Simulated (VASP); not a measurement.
Wanted: the native input for a VASP 6.6.1 run.

```yaml
Task: single point
Functional: r2SCAN
Potentials_or_basis: VASP PAW PBE potentials, release 64 (Sb)
Cutoff: 520 eV
k_mesh: 13 × 13 × 13
Occupations: fermi-dirac, width 0.1 eV
Spin: no spin polarisation
Dipole_correction: no
Further_INCAR_settings: ALGO = Normal; EDIFF = 1e-07; NBANDS = 8
```

Sb:

```
Sb
1.0
    -1.91382    1.91382    1.91382
     1.91382   -1.91382    1.91382
     1.91382    1.91382   -1.91382
Sb
1
Direct
  0.00000 0.00000 0.00000
```

This cell differs from its parent crystal: volume scaled by 1.04.

The input as run:

POSCAR

```
Sb
1.0
   -1.9138234555      1.9138234555      1.9138234555
    1.9138234555     -1.9138234555      1.9138234555
    1.9138234555      1.9138234555     -1.9138234555
Sb
1
Direct
    0.0000000000      0.0000000000      0.0000000000
```

INCAR.step1

```
SYSTEM = Sb
PREC     = Accurate       ! precision mode
ENCUT    = 520            ! plane-wave cutoff, eV
ISMEAR   = -1             ! smearing method
SIGMA    = 0.1            ! smearing width, eV
LREAL    = .FALSE.        ! projectors in reciprocal space
LASPH    = .TRUE.         ! aspherical terms in the spheres
NELM     = 100            ! most SCF steps
NBANDS   = 8              ! bands
GGA      = PE             ! functional
ALGO     = Normal         ! electronic algorithm
EDIFF    = 1E-4           ! SCF threshold, eV
LWAVE    = .TRUE.         ! write WAVECAR
LCHARG   = .FALSE.        ! write CHGCAR
```

INCAR.step2

```
SYSTEM = Sb
PREC     = Accurate       ! precision mode
ENCUT    = 520            ! plane-wave cutoff, eV
EDIFF    = 1E-7           ! SCF threshold, eV
ISMEAR   = -1             ! smearing method
SIGMA    = 0.1            ! smearing width, eV
LREAL    = .FALSE.        ! projectors in reciprocal space
LASPH    = .TRUE.         ! aspherical terms in the spheres
NELM     = 100            ! most SCF steps
ALGO     = Normal         ! electronic algorithm
ISIF     = 2              ! what is computed and relaxed
LWAVE    = .FALSE.        ! write WAVECAR
LCHARG   = .FALSE.        ! write CHGCAR
METAGGA  = R2SCAN         ! meta-GGA
LMIXTAU  = .TRUE.       
NBANDS   = 8              ! bands
ISTART   = 1
```

KPOINTS

```
Automatic mesh
0
G
  13 13 13
  0 0 0
```

Potentials or basis: VASP PAW PBE potentials, release 64 (Sb).

Run with:

```bash
$ cat potpaw_PBE.64/Sb/POTCAR > POTCAR
$ cp INCAR.step1 INCAR
$ mpirun -np 1 vasp_std > vasp.out
$ cp INCAR.step2 INCAR
$ mpirun -np 1 vasp_std > vasp.out
```

It gave:

```json
{"Pressure": "-2.3 GPa"}
```

Caveat: the PAW data sets were made with another functional, which shifts forces and pressure a little.

Run time: 4.3 min on 1 thread of AMD EPYC 7R13 (shared host), peak memory 0.14 GiB.
